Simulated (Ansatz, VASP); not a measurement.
This is a calculation of MgO for VASP 6.6.1.

INCAR

```
SYSTEM = MgO
PREC = Accurate
ENCUT = 600
EDIFF = 1E-7
ISMEAR = -1
SIGMA = 0.05
LREAL = .FALSE.
LASPH = .TRUE.
NELM = 80
ALGO = Normal
ISIF = 3
LWAVE = .FALSE.
LCHARG = .FALSE.
GGA = PS
IVDW = 12
IBRION = 2
NSW = 60
EDIFFG = -0.01
```

The input KPOINTS:

```
Automatic mesh
0
G
  11 11 11
  0 0 0
```

The input POSCAR:

```
MgO
1.0
    0.0000000000      2.0970013927      2.0970013927
    2.0970013927      0.0000000000      2.0970013927
    2.0970013927      2.0970013927      0.0000000000
Mg O
1 1
Direct
    0.0000000000      0.0000000000      0.0000000000
    0.5000000000      0.5000000000      0.5000000000
```

Potentials or basis: VASP PAW PBE potentials, release 64 (Mg, O).

The run is started by

```sh
$ cat potpaw_PBE.64/Mg/POTCAR potpaw_PBE.64/O/POTCAR > POTCAR
$ mpirun -np 1 vasp_std > vasp.out
```

Set up the same calculation for Ansatz 0.2.0. Potentials there: Ansatz PAW.

As run (the cutoff follows the program's own potentials):

input.yaml

```yaml
crystal:
  lattice:
    - [0.0, 2.0970013927, 2.0970013927]
    - [2.0970013927, 0.0, 2.0970013927]
    - [2.0970013927, 2.0970013927, 0.0]
  atoms:
    - { symbol: Mg, position: [0.0, 0.0, 0.0] }
    - { symbol: O, position: [0.5, 0.5, 0.5] }
hamiltonian:
  xc: pbesol
  pseudopotentials: { kind: paw }
  dispersion: d3bj
kpoints:
  mp_grid: { grid: [11, 11, 11] }
scf:
  occupations: { method: fermi_dirac, width: 0.05 }
output:
  forces: true
  stress: true
relax:
  f_tol: 0.01
  max_steps: 40
  cell: { stress_tol: 0.05 }
```

Potentials or basis: Ansatz PAW.

Run with:

```console
$ ansatz run input.yaml --threads 2 --pin off --max-ram 5632MiB --backend cpu --events-out ev --progress --plain --runs-dir out
```

Both were run:

|  | VASP | Ansatz | Ansatz less VASP |
| --- | --- | --- | --- |
| relaxed volume (Å³/atom) | 9.06 | 9.10 | +0.037 |
| relaxed cell length with the largest relative difference (Å) | 2.948 | 2.953 | +0.0041 |

VASP's potentials were made for PBE, not for PBEsol. VASP's potentials hold 8 valence electrons a cell and Ansatz's 16, so a difference there can come from the potentials and not from the codes.

Noted on Ansatz's run: odd divisions of the mesh miss points on the zone boundary, where band edges often lie, so the gap on the mesh can be too wide; the plane-wave basis is chosen anew once the cell has moved, so the energies of steps on either side of that aren't comparable.
